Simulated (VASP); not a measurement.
Crystal: LaPRuO.

```xyz
8
Lattice="4.0480 0.0000 0.0000 0.0000 4.0480 0.0000 0.0000 0.0000 8.4100" Properties=species:S:1:pos:R:3 pbc="T T T"
La    0.0000    2.0240    7.1406
La    2.0240    0.0000    1.2694
P     2.0240    0.0000    5.4417
P     0.0000    2.0240    2.9683
Ru    0.0000    0.0000    4.2050
Ru    2.0240    2.0240    4.2050
O     2.0240    2.0240    0.0000
O     0.0000    0.0000    0.0000
```

* Program: VASP 6.6.1
* Task: relaxation of cell and atoms
* Functional: PBE
* Potentials or basis: VASP PAW PBE potentials, release 64 (La, P, Ru_pv, O)
* Cutoff: 600 eV
* k mesh: 6 × 6 × 4
* Occupations: gaussian, width 0.1 eV
* Spin: no spin polarisation

At the start: pressure -1.2 GPa; volume 17.23 Å³/atom.

Question: How do energy, volume and symmetry change on relaxing?

Answer: Over 6 steps the energy falls by 18.4 meV/atom and the volume is 17.51 Å³/atom (+1.6 %); space group P4/nmm (No. 129, to 0.1 Å) before and after.

The path:
```tsv
step	energy change (eV)	largest force (eV/Å)	pressure (GPa)	volume (Å³)
1	0.0000	1.1233	-1.24	137.81
2	-0.0792	0.2526	4.33	135.16
3	-0.0887	0.3892	2.88	135.80
4	-0.1434	0.1703	-0.23	140.23
5	-0.1436	0.1567	-0.03	139.94
6	-0.1473	0.0422	0.00	140.04
```

Final structure:
```
CELL_PARAMETERS angstrom
4.07090 0.00000 0.00000
0.00000 4.07090 0.00000
0.00000 0.00000 8.45042
ATOMIC_POSITIONS crystal
La 0.00000 0.50000 0.85544
La 0.50000 0.00000 0.14456
P 0.50000 0.00000 0.63627
P 0.00000 0.50000 0.36373
Ru 0.00000 0.00000 0.50000
Ru 0.50000 0.50000 0.50000
O 0.50000 0.50000 0.00000
O 0.00000 0.00000 0.00000
```

Caveat: the relaxation stopped at a loose force limit of 0.05 eV/Å, so its end isn't a converged minimum.
